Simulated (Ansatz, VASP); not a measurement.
# Au in VASP and in Ansatz

```
Au
1.0
     2.81549    0.00000    0.00000
    -0.01296    2.82018    0.00000
    -1.13789   -1.18541    4.92401
Au
2
Cartesian
  0.0848 0.0458 3.6091
  1.5740 1.5533 1.3495
```

Alike in both runs: task single point; functional LDA; k mesh 12 × 12 × 8; occupations gaussian, width 0.05 eV; no spin polarisation.

```csv
,VASP,Ansatz
version,VASP 6.6.1,Ansatz 0.2.0
potentials or method,"VASP PAW LDA potentials, release 64 (Au), cutoff 520 eV","scalar-relativistic, plane waves, PAW"
valence electrons in the cell,22,38
```

Ansatz gave:

| Quantity | Value |
| --- | --- |
| gap on the k mesh at the Fermi level (eV) | none |
| pressure (GPa) | -11.9 |
| traceless stress, the component that is largest in VASP (GPa) | 1.64 |
| rms of the force components (eV/Å) | 0.185 |

**Question.** Which values does VASP return?

**Answer.** gap on the k mesh at the Fermi level (eV): none; pressure (GPa): -11.5; traceless stress, the component that is largest in VASP (GPa): 1.62; rms of the force components (eV/Å): 0.188.

LDA's correlation is that of Perdew and Zunger in VASP and of Perdew and Wang (1992) in Ansatz. Atom by atom the forces differ by 0.003 eV/Å (rms over components). A gap of «none» marks a metal or a gap that the smearing closes. VASP's potentials hold 22 valence electrons a cell and Ansatz's 38, so a difference there can come from the potentials and not from the codes.

Spin-orbit coupling is off throughout.
